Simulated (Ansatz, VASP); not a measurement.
GaSb: VASP beside Ansatz

```
Ga Sb
1.0
     0.00000    3.05900    3.05900
     3.05900    0.00000    3.05900
     3.05900    3.05900    0.00000
Ga Sb
1 1
Cartesian
  0.0000 0.0000 0.0000
  4.5885 4.5885 4.5885
```

Alike in both runs: task relaxation of cell and atoms; functional LDA; k mesh 12 × 12 × 12; occupations gaussian, width 0.1 eV; no spin polarisation.

```csv
,VASP,Ansatz
version,VASP 6.6.1,Ansatz 0.2.0
potentials or method,"VASP PAW LDA potentials, release 64 (Ga_d, Sb_d_GW), cutoff 500 eV","scalar-relativistic, plane waves, PAW"
valence electrons in the cell,28,28
```

```csv
,VASP,Ansatz,Ansatz less VASP
relaxed volume (Å³/atom),27.71,27.68,-0.030
relaxed length of the cell vector where the two differ most in proportion (Å),4.280,4.278,-0.0015
```

LDA's correlation is that of Perdew and Zunger in VASP and of Perdew and Wang (1992) in Ansatz.

Spin-orbit coupling is off throughout.
